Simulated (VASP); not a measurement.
# Cd3TeSe2 in VASP: a series of runs

The runs below take Cd3TeSe2 through single point, relaxation of cell and atoms, with PBE.

Program: VASP 6.6.1. These are calculated values, not measurements. Logs are shortened: lines on timing, memory, paths and dates and some standing lists are left out, and cuts for length are marked.

### Step 1. The cell of the first run

The typed cell holds 6 atoms: a = 7.004 Å, b = 7.004 Å, c = 3.853 Å, α = 90.00°, β = 90.00°, γ = 120.00°.

The cell was generated, and may not be a known phase.

### Step 2. Single point, PBE

The input, INCAR:

```
PREC = Accurate
ENCUT = 520
EDIFF = 1E-6
ISMEAR = 0
SIGMA = 0.1
LREAL = F
LASPH = T
NELM = 80
ALGO = Normal
ISIF = 2
LWAVE = F
LCHARG = F
GGA = PE
NBANDS = 36
```

The input, KPOINTS:

```
regular mesh
0
Gamma
  3 3 4
```

The input, POSCAR:

```
Cd3TeSe2
1.0
    7.0037328727      0.0000000032      0.0000000000
   -3.5018664391      6.0654105874      0.0000000000
    0.0000000000      0.0000000000      3.8526387289
Cd Te Se
3 1 2
Direct
    0.5000000000      0.5000000000      0.5320011623
    0.5000000000      0.0000000000      0.5320011623
    0.0000000000      0.5000000000      0.5320011623
    0.0000000000      0.0000000000      0.5331576281
    0.6666666667      0.3333333333      1.0322379174
    0.3333333333      0.6666666667      1.0322379174
```

Potentials or basis: VASP PAW PBE potentials, release 64 (Cd, Te, Se).

Run with:

```sh
> cat potpaw_PBE.64/Cd/POTCAR potpaw_PBE.64/Te/POTCAR potpaw_PBE.64/Se/POTCAR > POTCAR
> mpirun -np 1 vasp_std > vasp.out
```

OUTCAR:

```text
PREC = Accurate
   ENCUT = 520
   EDIFF = 1E-6
   ISMEAR = 0
   LREAL = F
   LASPH = T
   NELM = 80
   ISIF = 2
   GGA = PE

 ion  position               nearest neighbor table
   1  0.500  0.500  0.532-   5 2.79   6 2.79   5 2.79   6 2.79   2 3.50   2 3.50   3 3.50   3 3.50
                             4 3.50   4 3.50
   2  0.500  0.000  0.532-   5 2.79   6 2.79   5 2.79   6 2.79   1 3.50   1 3.50   3 3.50   3 3.50
                             4 3.50   4 3.50
   3  0.000  0.500  0.532-   5 2.79   6 2.79   5 2.79   6 2.79   2 3.50   2 3.50   1 3.50   1 3.50
                             4 3.50   4 3.50
   4  0.000  0.000  0.533-   3 3.50   3 3.50   1 3.50   1 3.50   2 3.50   2 3.50
   5  0.667  0.333  0.032-   2 2.79   3 2.79   1 2.79   2 2.79   3 2.79   1 2.79
   6  0.333  0.667  0.032-   2 2.79   3 2.79   1 2.79   2 2.79   3 2.79   1 2.79

  LATTYP: Found a hexagonal cell.
 ALAT       =     7.0037328727
 C/A-ratio  =     0.5500836195

  Lattice vectors:

 A1 = (   7.0037328727,   0.0000000032,   0.0000000000)
 A2 = (  -3.5018664391,   6.0654105874,   0.0000000000)
 A3 = (   0.0000000000,   0.0000000000,   3.8526387289)

Analysis of symmetry for initial positions (statically):
=====================================================================
 Subroutine PRICEL returns:
 Original cell was already a primitive cell.

 Routine SETGRP: Setting up the symmetry group for a
 hexagonal supercell.

 Subroutine GETGRP returns: Found 12 space group operations
 (whereof 12 operations were pure point group operations)
 out of a pool of 24 trial point group operations.

The static configuration has the point symmetry C_6v.

Analysis of symmetry for dynamics (positions and initial velocities):
=====================================================================
 Subroutine PRICEL returns:
 Original cell was already a primitive cell.

 Routine SETGRP: Setting up the symmetry group for a
 hexagonal supercell.

 Subroutine GETGRP returns: Found 12 space group operations
 (whereof 12 operations were pure point group operations)
 out of a pool of 24 trial point group operations.

The dynamic configuration has the point symmetry C_6v.

 Subroutine INISYM returns: Found 12 space group operations
 (whereof 12 operations are pure point group operations),
 and found     1 'primitive' translations

----------------------------------------------------------------------------------------

                                     Primitive cell

  volume of cell :     163.6621

  direct lattice vectors                    reciprocal lattice vectors
     7.003732873  0.000000003  0.000000000     0.142781002  0.082434650  0.000000000
    -3.501866439  6.065410587  0.000000000    -0.000000000  0.164869300  0.000000000
     0.000000000  0.000000000  3.852638729     0.000000000  0.000000000  0.259562360

  length of vectors
     7.003732873  7.003732873  3.852638729     0.164869300  0.164869300  0.259562360

  position of ions in fractional coordinates (direct lattice)
     0.500000000  0.500000000  0.532001162
     0.500000000  0.000000000  0.532001162
     0.000000000  0.500000000  0.532001162
     0.000000000  0.000000000  0.533157628
     0.666666667  0.333333333  0.032237917
     0.333333333  0.666666667  0.032237917

  ion indices of the primitive-cell ions
   primitive index   ion index
                 1           1
                 2           2
                 3           3
                 4           4
                 5           5
                 6           6

----------------------------------------------------------------------------------------

 KPOINTS: regular mesh

Automatic generation of k-mesh.
 Grid dimensions read from file:
 generate k-points for:    3    3    4

 Generating k-lattice:

  Cartesian coordinates                     Fractional coordinates (reciprocal lattice)
     0.047593667  0.027478217  0.000000000     0.333333333  0.000000000  0.000000000
    -0.000000000  0.054956433  0.000000000     0.000000000  0.333333333  0.000000000
     0.000000000  0.000000000  0.064890590     0.000000000  0.000000000  0.250000000

  Length of vectors
     0.054956433  0.054956433  0.064890590

  Shift w.r.t. Gamma in fractional coordinates (k-lattice)
     0.000000000  0.000000000  0.000000000

 Subroutine IBZKPT returns following result:
 ===========================================

 Found      9 irreducible k-points:

 Following reciprocal coordinates:
            Coordinates               Weight
  0.000000  0.000000  0.000000      1.000000
  0.333333 -0.000000  0.000000      6.000000
  0.333333  0.333333  0.000000      2.000000
  0.000000  0.000000  0.250000      2.000000
  0.333333 -0.000000  0.250000     12.000000
  0.333333  0.333333  0.250000      4.000000
  0.000000  0.000000  0.500000      1.000000
  0.333333 -0.000000  0.500000      6.000000
  0.333333  0.333333  0.500000      2.000000
   k-points           NKPTS =      9   k-points in BZ     NKDIM =      9   number of bands    NBANDS=     36
   number of dos      NEDOS =    301   number of ions     NIONS =      6
   total plane-waves  NPLWV =  87480
   dimension x,y,z NGX =    54 NGY =   54 NGZ =   30
   dimension x,y,z NGXF=   108 NGYF=  108 NGZF=   60
   ions per type =               3   1   2
   NGX,Y,Z   is equivalent  to a cutoff of  12.82, 12.82, 12.95 a.u.
   NGXF,Y,Z  is equivalent  to a cutoff of  25.64, 25.64, 25.89 a.u.
 SYSTEM =  unknown system
   PREC   = accura    normal or accurate (medium, high low for compatibility)
   ISTART =      0    job   : 0-new  1-cont  2-samecut
   ICHARG =      2    charge: 1-file 2-atom 10-const
   ISPIN  =      1    spin polarized calculation?
   LNONCOLLINEAR =      F non collinear calculations
   LSORBIT =      F    spin-orbit coupling
   LASPH  =      T    aspherical Exc in radial PAW
   ENCUT  =  520.0 eV  38.22 Ry    6.18 a.u.  13.02 13.02  7.16*2*pi/ulx,y,z
   NELM   =     80;   NELMIN=  2; NELMDL= -5     # of ELM steps
   EDIFF  = 0.1E-05   stopping-criterion for ELM
   LREAL  =      F    real-space projection
   EDIFFG = 0.1E-04   stopping-criterion for IOM
   NSW    =      0    number of steps for IOM
   IBRION =     -1    ionic relax: 0-MD 1-quasi-New 2-CG
   NFREE  =      0    steps in history (QN), initial steepest desc. (CG)
   ISIF   =      2    stress and relaxation
   ISYM   =      2    0-nonsym 1-usesym 2-fastsym
   POTIM  = 0.5000    time-step for ionic-motion
   TEBEG  =    0.0;   TEEND  =   0.0 temperature during run
   PSTRESS=    0.0 pullay stress
   NELECT =      54.0000    total number of electrons
   NUPDOWN=      -1.0000    fix difference up-down
   EMIN   =  10.00;   EMAX   =-10.00  energy-range for DOS
   EFERMI =   0.00;   METHOD = LEGACY
   ISMEAR =     0;   SIGMA  =   0.10  broadening in eV -4-tet -1-fermi 0-gaus
   EFERMI_NEDOS =   21; number of points for ismear=-14 and -15
   IALGO  =     38    algorithm
   IMIX   =      4    mixing-type and parameters
     AMIX     =   0.40;   BMIX     =  1.00
     AMIX_MAG =   1.60;   BMIX_MAG =  1.00
  volume/ion in A,a.u.               =      27.28       184.07
  Fermi-wavevector in a.u.,A,eV,Ry     =   1.131245  2.137743 17.411588  1.279716
  Thomas-Fermi vector in A             =   2.267944
   LORBIT       =      0    0 simple, 1 ext, 2 COOP (PROOUT), +10 PAW based schemes
   GGA     = PE    functional components
   LHFCALC =     F    Hartree Fock is set to
   AEXX    =    0.0000 exact exchange contribution
   IVDW    =     0    specifies the selected vdW correction
   LEPSILON=     F    determine dielectric tensor
   LRPA    =     F    only Hartree local field effects (RPA)
 non-spin polarized calculation
 Gauss-broadening in eV      SIGMA  =   0.10
  energy-cutoff  :      520.00
  volume of cell :      163.66
 maximum number of plane-waves:      4431
 NGX is ok and might be reduce to    54
   NGX = 27   NGY = 27   NGZ = 15

 number of electron      54.0000003 magnetization

 Free energy of the ion-electron system (eV)
  ---------------------------------------------------
  ext. energy  EPLUGINS =         0.00000000
  ---------------------------------------------------
  free energy    TOTEN  =       -13.76806682 eV

  energy without entropy =      -13.75935123  energy(sigma->0) =      -13.76370903

 E-fermi :   3.0932     XC(G=0):  -9.4855

 val. band max:        3.0630697892   @ k =   0.3333  -0.0000   0.5000
 cond. band min:       3.3004155437   @ k =   0.3333  -0.0000   0.5000
 fundamental gap:      0.2373457545
 Fermi energy:         3.0931980557

 k-point     1 :       0.0000    0.0000    0.0000
  band No.  band energies     occupation
      1     -11.0246      2.00000
      2     -10.2995      2.00000
      3      -7.5097      2.00000
      4      -6.3409      2.00000
      5      -6.1565      2.00000
      6      -6.0778      2.00000
[... 28 lines left out ...]
     35       8.8427      0.00000
     36       8.8427      0.00000

 k-point     2 :       0.3333   -0.0000    0.0000
  band No.  band energies     occupation
      1     -10.8863      2.00000
      2     -10.4728      2.00000
      3      -7.4527      2.00000
      4      -6.2438      2.00000
      5      -6.1011      2.00000
      6      -6.0293      2.00000
[... 28 lines left out ...]
     35       8.7183      0.00000
     36       8.7390      0.00000

 k-point     3 :       0.3333    0.3333    0.0000
  band No.  band energies     occupation
      1     -10.6877      2.00000
      2     -10.6877      2.00000
      3      -7.4245      2.00000
      4      -6.1024      2.00000
      5      -6.1024      2.00000
      6      -6.0111      2.00000
[... 28 lines left out ...]
     35       8.8549      0.00000
     36       8.9554      0.00000

 k-point     4 :       0.0000    0.0000    0.2500
  band No.  band energies     occupation
      1     -10.6824      2.00000
      2     -10.3463      2.00000
      3      -7.2955      2.00000
      4      -6.2268      2.00000
      5      -6.0435      2.00000
      6      -6.0435      2.00000
[... 28 lines left out ...]
     35       8.7052      0.00000
     36       8.8700      0.00000

 k-point     5 :       0.3333   -0.0000    0.2500
  band No.  band energies     occupation
      1     -10.6076      2.00000
      2     -10.4144      2.00000
      3      -7.2229      2.00000
      4      -6.2275      2.00000
      5      -6.0955      2.00000
      6      -5.9940      2.00000
[... 28 lines left out ...]
     35       8.7287      0.00000
     36       8.9186      0.00000

 k-point     6 :       0.3333    0.3333    0.2500
  band No.  band energies     occupation
      1     -10.5092      2.00000
      2     -10.5092      2.00000
      3      -7.1820      2.00000
      4      -6.1882      2.00000
      5      -6.1882      2.00000
      6      -6.0150      2.00000
[... 28 lines left out ...]
     35       8.6365      0.00000
     36       9.3825      0.00000

 k-point     7 :       0.0000    0.0000    0.5000
  band No.  band energies     occupation
      1     -10.3897      2.00000
      2     -10.2421      2.00000
      3      -7.0572      2.00000
      4      -6.5498      2.00000
      5      -6.1494      2.00000
      6      -6.1494      2.00000
[... 28 lines left out ...]
     35       8.0725      0.00000
     36       9.6136      0.00000

 k-point     8 :       0.3333   -0.0000    0.5000
  band No.  band energies     occupation
      1     -10.3598      2.00000
      2     -10.2744      2.00000
      3      -6.9585      2.00000
      4      -6.3849      2.00000
      5      -6.1149      2.00000
      6      -6.0062      2.00000
[... 28 lines left out ...]
     35       8.4531      0.00000
     36       9.3240      0.00000

 k-point     9 :       0.3333    0.3333    0.5000
  band No.  band energies     occupation
      1     -10.3177      2.00000
      2     -10.3177      2.00000
      3      -6.9015      2.00000
      4      -6.1577      2.00000
      5      -6.1577      2.00000
      6      -6.0822      2.00000
[... 28 lines left out ...]
     35       7.3582      0.00000
     36       7.8426      0.00000

------------------------ aborting loop because EDIFF is reached ----------------------------------------

  FORCE on cell =-STRESS in cart. coord.  units (eV):
  Direction    XX          YY          ZZ          XY          YZ          ZX
  --------------------------------------------------------------------------------------
  -------------------------------------------------------------------------------------
  Total        0.5580261      0.5580261      0.4186069      0.0000000      0.0000000      0.0000000
  in kB        5.4628221      5.4628221      4.0979715      0.0000000      0.0000000      0.0000000
  external PRESSURE =       5.0078719 kB  Pullay stress =       0.0000000 kB

 VOLUME and BASIS-vectors are now :
 -----------------------------------------------------------------------------
  energy-cutoff  :      520.00
  volume of cell :      163.66
      direct lattice vectors                 reciprocal lattice vectors
     7.003732873  0.000000003  0.000000000     0.142781002  0.082434650  0.000000000
    -3.501866439  6.065410587  0.000000000    -0.000000000  0.164869300  0.000000000
     0.000000000  0.000000000  3.852638729     0.000000000  0.000000000  0.259562360

 POSITION                                       TOTAL-FORCE (eV/Angst)
 -----------------------------------------------------------------------------------
      1.75093      3.03271      2.04961        -0.000000     -0.000000      0.002223
      3.50187      0.00000      2.04961        -0.000000     -0.000000      0.002223
     -1.75093      3.03271      2.04961        -0.000000     -0.000000      0.002223
      0.00000      0.00000      2.05406         0.000000      0.000000     -0.003048
      3.50187      2.02180      0.12420         0.000000     -0.000000     -0.001810
     -0.00000      4.04361      0.12420        -0.000000      0.000000     -0.001810
 -----------------------------------------------------------------------------------
    total drift:                               -0.000000     -0.000000      0.000121

  FREE ENERGIE OF THE ION-ELECTRON SYSTEM (eV)
  ---------------------------------------------------
  free  energy   TOTEN  =       -13.7680668206 eV

  energy  without entropy=      -13.7593512301  energy(sigma->0) =      -13.76370903
```

It took 1.8 min on 1 thread of Intel Xeon 8259CL, shared host; peak memory 0.3 GiB.

Results:

```yaml
Free_energy: -13.7681 eV
Pressure: 0.5 GPa
Largest_force: 0.003 eV/Å
Band_gap_on_the_k_mesh: zero (bands 27 and 28 overlap by 1.79 eV)
```

Forces in eV/Å, atoms in the order of the input:
```
Cd   0.000  0.000  0.002
Cd   0.000  0.000  0.002
Cd   0.000  0.000  0.002
Te   0.000  0.000 -0.003
Se   0.000  0.000 -0.002
Se   0.000  0.000 -0.002
```

Stress tensor (GPa, compression positive):
```
0.55 0.00 0.00
0.00 0.55 0.00
0.00 0.00 0.41
```

Levels at points of the mesh, in eV from the Fermi level:
```csv
k point,band 24,band 25,band 26,band 27,band 28,band 29,band 30,band 31
"(0.00, 0.00, 0.00)",-1.57,-1.43,-1.43,-0.90,0.81,2.19,3.39,3.39
"(0.00, 0.00, 0.50)",-2.05,-2.05,-1.49,-1.49,-1.15,-1.15,3.58,3.64
```

Caveat: the k points lie up to 0.41 Å⁻¹ apart, too coarse for converged energies and pressures of a metal; spin-orbit coupling is left out, which moves the levels of the heavy elements.

### Step 3. Single point, PBE

This run uses another cell than the first one, of 27.53 Å³/atom.

The input, INCAR:

```
PREC = Accurate
ENCUT = 520
EDIFF = 1E-7
ISMEAR = 0
SIGMA = 0.1
LREAL = F
LASPH = T
NELM = 100
ALGO = Normal
ISIF = 2
LWAVE = F
LCHARG = F
GGA = PE
NBANDS = 36
```

The input, KPOINTS:

```
Automatic mesh
0
Gamma
  6 6 10
```

The input, POSCAR:

```
Cd3TeSe2
1.0
    7.0548778092      0.0000000000      0.0000000000
   -3.5274389046      6.1097034034      0.0000000000
    0.0000000000      0.0000000000      3.8323799365
Cd Te Se
3 1 2
Direct
    0.5000000000      0.5000000000      0.5000000000
    0.5000000000      0.0000000000      0.5000000000
    0.0000000000      0.5000000000      0.5000000000
    0.0000000000      0.0000000000      0.5000000000
    0.6666666667      0.3333333333      0.0000000000
    0.3333333333      0.6666666667      0.0000000000
```

Potentials or basis: VASP PAW PBE potentials, release 64 (Cd, Te, Se).

Run with:

```sh
> cat potpaw_PBE.64/Cd/POTCAR potpaw_PBE.64/Te/POTCAR potpaw_PBE.64/Se/POTCAR > POTCAR
> mpirun -np 1 vasp_std > vasp.out
```

Wall time 7.1 min (1 thread of Intel Xeon 8259CL, shared host); peak memory 0.43 GiB.

Results (log left out):

| Property | Result |
| --- | --- |
| Free energy | -13.6995 eV |
| Pressure | 0.3 GPa |
| Band gap on the k mesh | zero (bands 27 and 28 overlap by 1.79 eV) |

Stress tensor (GPa, compression positive):
```
0.23 0.00 0.00
0.00 0.23 0.00
0.00 0.00 0.35
```

Levels at points of the mesh, in eV from the Fermi level:
| k point | band 24 | band 25 | band 26 | band 27 | band 28 | band 29 | band 30 | band 31 |
| --- | --- | --- | --- | --- | --- | --- | --- | --- |
| (0.00, 0.00, 0.00) | -1.41 | -1.34 | -1.34 | -0.73 | 0.89 | 2.45 | 3.51 | 3.51 |
| (0.50, 0.00, 0.00) | -1.61 | -1.49 | -1.43 | 0.39 | 0.87 | 1.24 | 2.75 | 2.93 |
| (0.00, 0.00, 0.50) | -1.87 | -1.87 | -1.35 | -1.35 | -0.99 | -0.99 | 3.62 | 3.73 |
| (0.50, 0.00, 0.50) | -2.17 | -2.00 | -1.23 | -0.95 | -0.12 | 0.48 | 2.54 | 3.15 |

Caveat: spin-orbit coupling is left out, which moves the levels of the heavy elements.

(Continued in part 2 of 2.)

The gap in the log of VASP goes by the Fermi energy; the results here count the filled bands.